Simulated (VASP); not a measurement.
# Mg3B (P4/mmm) in VASP: single point with PBE

Aim: the single point of Mg3B with PBE.

All numbers are computed with VASP 6.6.1; they aren't measurements. Logs are shortened: lines on timing, memory, paths and dates and some standing lists are left out, and cuts for length are marked.

**1. The cell of the first run**

It takes space group P4/mmm (No. 123, tetragonal). Conventional cell: a = 3.013 Å, b = 3.013 Å, c = 9.269 Å, α = 90.00°, β = 90.00°, γ = 90.00°. Mg (site symmetry 4mm) has 1 B at 2.27 Å within 3.0 Å. Within 4.0 Å of Mg (site symmetry 4/mmm) lie 12 Mg at 3.01 to 3.18 Å. Within 3.0 Å of B (site symmetry 4/mmm) lie 2 Mg at 2.27 Å.

**2. Single point, PBE**

The input, INCAR:

```
ALGO = Fast
EDIFF = 1E-7
ENCUT = 520
GGA = PE
ISIF = 2
ISMEAR = 0
LASPH = T
LCHARG = T
LELF = T
LREAL = F
LVHAR = T
LWAVE = F
NBANDS = 12
NELM = 100
PREC = Accurate
SIGMA = 0.1
```

The input, KPOINTS:

```
k-points
0
Gamma
  16 16 6
```

The input, POSCAR:

```
Mg3B
1.0
    3.0127066261      0.0000000000      0.0000000000
    0.0000000000      3.0127066261      0.0000000000
    0.0000000000      0.0000000000      9.2692163459
Mg B
3 1
Direct
    0.5000000000      0.5000000000      0.7453294952
    0.5000000000      0.5000000000      0.2546705048
    0.0000000000      0.0000000000      0.0000000000
    0.5000000000      0.5000000000      0.5000000000
```

Potentials or basis: VASP PAW PBE potentials, release 64 (Mg, B).

On the command line:

```bash
$ cat potpaw_PBE.64/Mg/POTCAR potpaw_PBE.64/B/POTCAR > POTCAR
$ mpirun -np 1 vasp_std > vasp.out
```

OUTCAR:

```text
EDIFF = 1E-7
   ENCUT = 520
   GGA = PE
   ISIF = 2
   ISMEAR = 0
   LASPH = T
   LREAL = F
   NELM = 100
   PREC = Accurate

 ion  position               nearest neighbor table
   1  0.500  0.500  0.745-   4 2.27   3 3.18   3 3.18   3 3.18   3 3.18
   2  0.500  0.500  0.255-   4 2.27   3 3.18   3 3.18   3 3.18   3 3.18
   3  0.000  0.000  0.000-   1 3.18   2 3.18   1 3.18   2 3.18   1 3.18   2 3.18   1 3.18   2 3.18

   4  0.500  0.500  0.500-   1 2.27   2 2.27

  LATTYP: Found a simple tetragonal cell.
 ALAT       =     3.0127066261
 C/A-ratio  =     3.0767072590

  Lattice vectors:

 A1 = (   3.0127066261,   0.0000000000,   0.0000000000)
 A2 = (   0.0000000000,   3.0127066261,   0.0000000000)
 A3 = (   0.0000000000,   0.0000000000,   9.2692163459)

Analysis of symmetry for initial positions (statically):
=====================================================================
 Subroutine PRICEL returns:
 Original cell was already a primitive cell.

 Routine SETGRP: Setting up the symmetry group for a
 simple tetragonal supercell.

 Subroutine GETGRP returns: Found 16 space group operations
 (whereof 16 operations were pure point group operations)
 out of a pool of 16 trial point group operations.

The static configuration has the point symmetry D_4h.

Analysis of symmetry for dynamics (positions and initial velocities):
=====================================================================
 Subroutine PRICEL returns:
 Original cell was already a primitive cell.

 Routine SETGRP: Setting up the symmetry group for a
 simple tetragonal supercell.

 Subroutine GETGRP returns: Found 16 space group operations
 (whereof 16 operations were pure point group operations)
 out of a pool of 16 trial point group operations.

The dynamic configuration has the point symmetry D_4h.

 Subroutine INISYM returns: Found 16 space group operations
 (whereof 16 operations are pure point group operations),
 and found     1 'primitive' translations

----------------------------------------------------------------------------------------

                                     Primitive cell

  volume of cell :      84.1311

  direct lattice vectors                    reciprocal lattice vectors
     3.012706626  0.000000000  0.000000000     0.331927441  0.000000000  0.000000000
     0.000000000  3.012706626  0.000000000     0.000000000  0.331927441  0.000000000
     0.000000000  0.000000000  9.269216346     0.000000000  0.000000000  0.107883985

  length of vectors
     3.012706626  3.012706626  9.269216346     0.331927441  0.331927441  0.107883985

  position of ions in fractional coordinates (direct lattice)
     0.500000000  0.500000000  0.745329495
     0.500000000  0.500000000  0.254670505
     0.000000000  0.000000000  0.000000000
     0.500000000  0.500000000  0.500000000

  ion indices of the primitive-cell ions
   primitive index   ion index
                 1           1
                 2           2
                 3           3
                 4           4

----------------------------------------------------------------------------------------

 KPOINTS: k-points

Automatic generation of k-mesh.
 Grid dimensions read from file:
 generate k-points for:   16   16    6

 Generating k-lattice:

  Cartesian coordinates                     Fractional coordinates (reciprocal lattice)
     0.020745465  0.000000000  0.000000000     0.062500000  0.000000000  0.000000000
     0.000000000  0.020745465  0.000000000     0.000000000  0.062500000  0.000000000
     0.000000000  0.000000000  0.017980664     0.000000000  0.000000000  0.166666667

  Length of vectors
     0.020745465  0.020745465  0.017980664

  Shift w.r.t. Gamma in fractional coordinates (k-lattice)
     0.000000000  0.000000000  0.000000000

 Subroutine IBZKPT returns following result:
 ===========================================

 Found    180 irreducible k-points:

 Following reciprocal coordinates:
            Coordinates               Weight
  0.000000  0.000000  0.000000      1.000000
  0.062500  0.000000  0.000000      4.000000
  0.125000  0.000000  0.000000      4.000000
  0.187500  0.000000  0.000000      4.000000
  0.250000  0.000000  0.000000      4.000000
  0.312500  0.000000  0.000000      4.000000
[... 16 lines left out ...]
  0.437500  0.125000  0.000000      8.000000
  0.500000  0.125000  0.000000      4.000000
 [... further k-points ...]
   k-points           NKPTS =    180   k-points in BZ     NKDIM =    180   number of bands    NBANDS=     12
   number of dos      NEDOS =    301   number of ions     NIONS =      4
   total plane-waves  NPLWV =  40320
   dimension x,y,z NGX =    24 NGY =   24 NGZ =   70
   dimension x,y,z NGXF=    48 NGYF=   48 NGZF=  140
   ions per type =               3   1
   NGX,Y,Z   is equivalent  to a cutoff of  13.24, 13.24, 12.55 a.u.
   NGXF,Y,Z  is equivalent  to a cutoff of  26.49, 26.49, 25.11 a.u.
 SYSTEM =  unknown system
   PREC   = accura    normal or accurate (medium, high low for compatibility)
   ISTART =      0    job   : 0-new  1-cont  2-samecut
   ICHARG =      2    charge: 1-file 2-atom 10-const
   ISPIN  =      1    spin polarized calculation?
   LNONCOLLINEAR =      F non collinear calculations
   LSORBIT =      F    spin-orbit coupling
   LASPH  =      T    aspherical Exc in radial PAW
   ENCUT  =  520.0 eV  38.22 Ry    6.18 a.u.   5.60  5.60 17.23*2*pi/ulx,y,z
   NELM   =    100;   NELMIN=  2; NELMDL= -5     # of ELM steps
   EDIFF  = 0.1E-06   stopping-criterion for ELM
   LREAL  =      F    real-space projection
   EDIFFG = 0.1E-05   stopping-criterion for IOM
   NSW    =      0    number of steps for IOM
   IBRION =     -1    ionic relax: 0-MD 1-quasi-New 2-CG
   NFREE  =      0    steps in history (QN), initial steepest desc. (CG)
   ISIF   =      2    stress and relaxation
   ISYM   =      2    0-nonsym 1-usesym 2-fastsym
   POTIM  = 0.5000    time-step for ionic-motion
   TEBEG  =    0.0;   TEEND  =   0.0 temperature during run
   PSTRESS=    0.0 pullay stress
   NELECT =       9.0000    total number of electrons
   NUPDOWN=      -1.0000    fix difference up-down
   EMIN   =  10.00;   EMAX   =-10.00  energy-range for DOS
   EFERMI =   0.00;   METHOD = LEGACY
   ISMEAR =     0;   SIGMA  =   0.10  broadening in eV -4-tet -1-fermi 0-gaus
   EFERMI_NEDOS =   21; number of points for ismear=-14 and -15
   IALGO  =     68    algorithm
   IMIX   =      4    mixing-type and parameters
     AMIX     =   0.40;   BMIX     =  1.00
     AMIX_MAG =   1.60;   BMIX_MAG =  1.00
  volume/ion in A,a.u.               =      21.03       141.94
  Fermi-wavevector in a.u.,A,eV,Ry     =   0.777147  1.468596  8.217350  0.603958
  Thomas-Fermi vector in A             =   1.879774
   LORBIT       =      0    0 simple, 1 ext, 2 COOP (PROOUT), +10 PAW based schemes
   GGA     = PE    functional components
   LHFCALC =     F    Hartree Fock is set to
   AEXX    =    0.0000 exact exchange contribution
   IVDW    =     0    specifies the selected vdW correction
   LEPSILON=     F    determine dielectric tensor
   LRPA    =     F    only Hartree local field effects (RPA)
 non-spin polarized calculation
 RMM-DIIS sequential band-by-band and
 Gauss-broadening in eV      SIGMA  =   0.10
  energy-cutoff  :      520.00
  volume of cell :       84.13
 maximum number of plane-waves:      2288
 NGX is ok and might be reduce to    24
   NGX = 11   NGY = 11   NGZ = 35

 number of electron       9.0000000 magnetization

 Free energy of the ion-electron system (eV)
  ---------------------------------------------------
  ext. energy  EPLUGINS =         0.00000000
  ---------------------------------------------------
  free energy    TOTEN  =        -7.56574575 eV

  energy without entropy =       -7.55575476  energy(sigma->0) =       -7.56075025

 E-fermi :   2.0407     XC(G=0):  -8.5324

 val. band max:        2.0402482348   @ k =   0.5000   0.1250   0.3333
 cond. band min:       2.0449797627   @ k =   0.3750   0.2500   0.3333
 fundamental gap:      0.0047315279
 Fermi energy:         2.0407356924

 k-point     1 :       0.0000    0.0000    0.0000
  band No.  band energies     occupation
      1      -5.5759      2.00000
      2      -4.0814      2.00000
      3      -3.1503      2.00000
      4       0.6030      2.00000
      5       1.7146      2.00000
      6       6.1774      0.00000
      7       6.1774      0.00000
      8       7.1419      0.00000
      9       9.5790      0.00000
     10       9.8218      0.00000
     11      11.0820      0.00000
     12      11.0833      0.00000

 k-point     2 :       0.0625    0.0000    0.0000
  band No.  band energies     occupation
      1      -5.5211      2.00000
      2      -4.0216      2.00000
      3      -3.0879      2.00000
      4       0.6508      2.00000
      5       1.7702      1.99987
      6       5.8636      0.00000
      7       6.2029      0.00000
      8       7.1400      0.00000
      9       8.8155      0.00000
     10       9.8764      0.00000
     11      10.3795      0.00000
     12      11.1372      0.00000

 k-point     3 :       0.1250    0.0000    0.0000
  band No.  band energies     occupation
      1      -5.3581      2.00000
      2      -3.8425      2.00000
      3      -2.9010      2.00000
      4       0.7922      2.00000
      5       1.9310      1.87923
      6       5.0829      0.00000
      7       6.2766      0.00000
      8       7.0784      0.00000
      9       7.4565      0.00000
     10       9.1153      0.00000
     11      10.0481      0.00000
     12      11.3060      0.00000
[... 286 lines left out ...]
 k-point    23 :       0.4375    0.1250    0.0000
  band No.  band energies     occupation
      1      -3.1748      2.00000
      2      -1.0399      2.00000
      3       0.0002      2.00000
      4       0.2379      2.00000
      5       1.3387      2.00000
      6       1.6999      2.00000
      7       3.4332      0.00000
      8       4.9871      0.00000
      9       6.0778      0.00000
     10       6.8368      0.00000
     11       6.8652      0.00000
     12       9.9326      0.00000

 k-point    24 :       0.5000    0.1250    0.0000
  band No.  band energies     occupation
      1      -2.9831      2.00000
      2      -0.5307      2.00000
      3      -0.1556      2.00000
      4       0.5509      2.00000
      5       0.8345      2.00000
      6       1.2127      2.00000
      7       3.4062      0.00000
      8       5.7123      0.00000
      9       5.8271      0.00000
     10       6.3412      0.00000
     11       6.6547      0.00000
     12       9.9748      0.00000

 [... further k-points ...]

------------------------ aborting loop because EDIFF is reached ----------------------------------------

  FORCE on cell =-STRESS in cart. coord.  units (eV):
  Direction    XX          YY          ZZ          XY          YZ          ZX
  --------------------------------------------------------------------------------------
  -------------------------------------------------------------------------------------
  Total       -0.0449099     -0.0449099     -0.0285991      0.0000000     -0.0000000      0.0000000
  in kB       -0.8552565     -0.8552565     -0.5446357      0.0000000     -0.0000000      0.0000000
  external PRESSURE =      -0.7517163 kB  Pullay stress =       0.0000000 kB

 VOLUME and BASIS-vectors are now :
 -----------------------------------------------------------------------------
  energy-cutoff  :      520.00
  volume of cell :       84.13
      direct lattice vectors                 reciprocal lattice vectors
     3.012706626  0.000000000  0.000000000     0.331927441  0.000000000  0.000000000
     0.000000000  3.012706626  0.000000000     0.000000000  0.331927441  0.000000000
     0.000000000  0.000000000  9.269216346     0.000000000  0.000000000  0.107883985

 POSITION                                       TOTAL-FORCE (eV/Angst)
 -----------------------------------------------------------------------------------
      1.50635      1.50635      6.90862        -0.000000      0.000000      0.010587
      1.50635      1.50635      2.36060         0.000000     -0.000000     -0.010587
      0.00000      0.00000      0.00000         0.000000      0.000000      0.000000
      1.50635      1.50635      4.63461         0.000000      0.000000      0.000000
 -----------------------------------------------------------------------------------
    total drift:                                0.000000     -0.000000     -0.000000

  FREE ENERGIE OF THE ION-ELECTRON SYSTEM (eV)
  ---------------------------------------------------
  free  energy   TOTEN  =        -7.5657457451 eV

  energy  without entropy=       -7.5557547630  energy(sigma->0) =       -7.56075025
```

It took 77 s on 1 thread of Intel Xeon Platinum 8559C (Emerald Rapids), shared host; peak memory 0.32 GiB.

Results:

| Quantity | Value |
| --- | --- |
| Free energy | -7.5657 eV |
| Pressure | -0.1 GPa |
| Largest force | 0.011 eV/Å |

Forces on the atoms (eV/Å):
```
Mg   0.000  0.000  0.011
Mg   0.000  0.000 -0.011
Mg   0.000  0.000  0.000
B    0.000  0.000  0.000
```
